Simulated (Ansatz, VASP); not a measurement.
# Two plane-wave programs on Ti

The input INCAR:

```
SYSTEM = Ti
ALGO = Normal
EDIFF = 1E-6
ENCUT = 520
GGA = RE
ISIF = 2
ISMEAR = -1
IVDW = 12
LASPH = .TRUE.
LCHARG = .FALSE.
LREAL = .FALSE.
LWAVE = .FALSE.
NBANDS = 19
NELM = 100
PREC = Accurate
SIGMA = 0.05
```

Contents of KPOINTS:

```
k-points
0
G
  10 10 6
  0 0 0
```

The input POSCAR:

```
Ti
1.0
    2.9500000000      0.0000000000      0.0000000000
   -1.4750000000      2.5547749412      0.0000000000
    0.0000000000      0.0000000000      4.6800000000
Ti
2
Direct
    0.6666666667      0.3333333333      0.7500000000
    0.3333333333      0.6666666667      0.2500000000
```

input.yaml

```yaml
crystal:
  lattice:
    - [2.95, 0.0, 0.0]
    - [-1.475, 2.5547749412, 0.0]
    - [0.0, 0.0, 4.68]
  atoms:
    - { symbol: Ti, position: [0.6666666667, 0.3333333333, 0.75] }
    - { symbol: Ti, position: [0.3333333333, 0.6666666667, 0.25] }
hamiltonian:
  xc: revpbe
  pseudopotentials: { kind: paw }
  dispersion: d3bj
kpoints:
  mp_grid: { grid: [10, 10, 6] }
scf:
  occupations: { method: fermi_dirac, width: 0.05 }
output:
  forces: true
  stress: true
  eigenvalues: true
```

Alike in both runs: task single point; functional revPBE; dispersion D3(BJ); k mesh 10 × 10 × 6; occupations fermi-dirac, width 0.05 eV; no spin polarisation.

|  | VASP | Ansatz |
| --- | --- | --- |
| version | VASP 6.6.1 | Ansatz 0.2.0 |
| potentials or method | VASP PAW PBE potentials, release 64 (Ti_sv) | Ansatz PAW |
| plane-wave cutoff (eV) | 520 | 420 |
| valence electrons in the cell | 24 | 24 |

```tsv
	VASP	Ansatz	Ansatz less VASP
gap on the k mesh at the Fermi level (eV)	none	none	-
pressure (GPa)	-10.0	-9.7	+0.26
traceless stress, the component that is largest in VASP (GPa)	-0.24	-0.24	+0.006
```

VASP's potentials were made for PBE, not for revPBE. A gap of «none» marks a metal or a gap that the smearing closes.
